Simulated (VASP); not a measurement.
A run of VASP 6.6.1:

Contents of INCAR:

```
SYSTEM = Li3TeCl
PREC = Accurate
ENCUT = 600
EDIFF = 1E-8
ISMEAR = 0
SIGMA = 0.01
LREAL = .FALSE.
LASPH = .TRUE.
NELM = 100
ALGO = Normal
ISIF = 3
LWAVE = .FALSE.
LCHARG = .FALSE.
NBANDS = 19
IBRION = 6
NFREE = 2
POTIM = 0.015
NSW = 1
```

KPOINTS

```
Automatic mesh
0
G
  6 6 6
  0 0 0
```

POSCAR

```
Li3TeCl
1.0
    5.0646000000      0.0000000000      0.0000000000
    0.0000000000      5.0646000000      0.0000000000
    0.0000000000      0.0000000000      5.0646000000
Cl Te Li
1 1 3
Direct
    0.0000000000      0.0000000000      0.0000000000
    0.5000000000      0.5000000000      0.5000000000
    0.5000000000      0.5000000000      0.0000000000
    0.5000000000      0.0000000000      0.5000000000
    0.0000000000      0.5000000000      0.5000000000
```

Potentials or basis: VASP PAW LDA potentials, release 64 (Cl, Te, Li_sv).

Launch:

```sh
$ cat potpaw_LDA.64/Cl/POTCAR potpaw_LDA.64/Te/POTCAR potpaw_LDA.64/Li_sv/POTCAR > POTCAR
$ mpirun -np 1 vasp_std > vasp.out
```

Hardware: 1 thread of AMD EPYC 7R43 64-Core Processor (Zen 3), with other jobs on the host.

How long does it take, and how much memory?

It took 39 min on 1 thread of AMD EPYC 7R43 64-Core Processor (Zen 3) (shared host), peak memory 0.42 GiB. Counts: scf iterations 214, k points 20.
